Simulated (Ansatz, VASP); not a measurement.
One calculation of Si, two programs

Contents of INCAR:

```
SYSTEM = Si
ALGO = Fast ; EDIFF = 1E-6
ENCUT = 520 ; GGA = CA
ISIF = 2 ; ISMEAR = 0
LASPH = .TRUE. ; LCHARG = .FALSE.
LREAL = .FALSE. ; LWAVE = .FALSE.
NBANDS = 11 ; NELM = 80
PREC = Accurate ; SIGMA = 0.15
```

Contents of KPOINTS:

```
k-points
0
G
  26 26 26
  0 0 0
```

POSCAR

```
Si
1.0
   -2.3824154513      2.3824154513      1.3052992358
    2.3824154513     -2.3824154513      1.3052992358
    2.3824154513      2.3824154513     -1.3052992358
Si
2
Direct
    0.3361871339      0.8361871339      0.5000000000
    0.4138128661      0.4138128661      0.0000000000
```

Input for Ansatz:

```yaml
crystal:
  lattice:
    - [-2.3824154513, 2.3824154513, 1.3052992358]
    - [2.3824154513, -2.3824154513, 1.3052992358]
    - [2.3824154513, 2.3824154513, -1.3052992358]
  atoms:
    - { symbol: Si, position: [0.3361871339, 0.8361871339, 0.5] }
    - { symbol: Si, position: [0.4138128661, 0.4138128661, 0.0] }
basis:
  ecutwfc: 420
kpoints:
  mp_grid: { grid: [26, 26, 26] }
hamiltonian:
  xc: lda
scf:
  occupations: { method: gaussian, width: 0.15 }
output:
  forces: true
  stress: true
  eigenvalues: true
```

Change from the starting cell: mode 4 (126.4 1/cm) frozen in, largest displacement +0.225 Å.

Alike in both runs: task single point; functional LDA; k mesh 26 × 26 × 26; occupations gaussian, width 0.15 eV; no spin polarisation.

|  | VASP | Ansatz |
| --- | --- | --- |
| version | VASP 6.6.1 | Ansatz 0.2.0 |
| potentials or method | VASP PAW LDA potentials, release 64 (Si), cutoff 520 eV | scalar-relativistic, plane waves, PAW |
| valence electrons in the cell | 8 | 8 |

|  | VASP | Ansatz | Ansatz less VASP |
| --- | --- | --- | --- |
| gap on the k mesh at the Fermi level (eV) | none | none | - |
| pressure (GPa) | -0.3 | -0.4 | -0.08 |
| traceless stress, the component that is largest in VASP (GPa) | 7.57 | 7.53 | -0.038 |
| rms of the force components (eV/Å) | 0.092 | 0.091 | -0.0006 |

LDA's correlation is that of Perdew and Zunger in VASP and of Perdew and Wang (1992) in Ansatz. Atom by atom the forces differ by 0.001 eV/Å (rms over components). A gap of «none» marks a metal or a gap that the smearing closes.
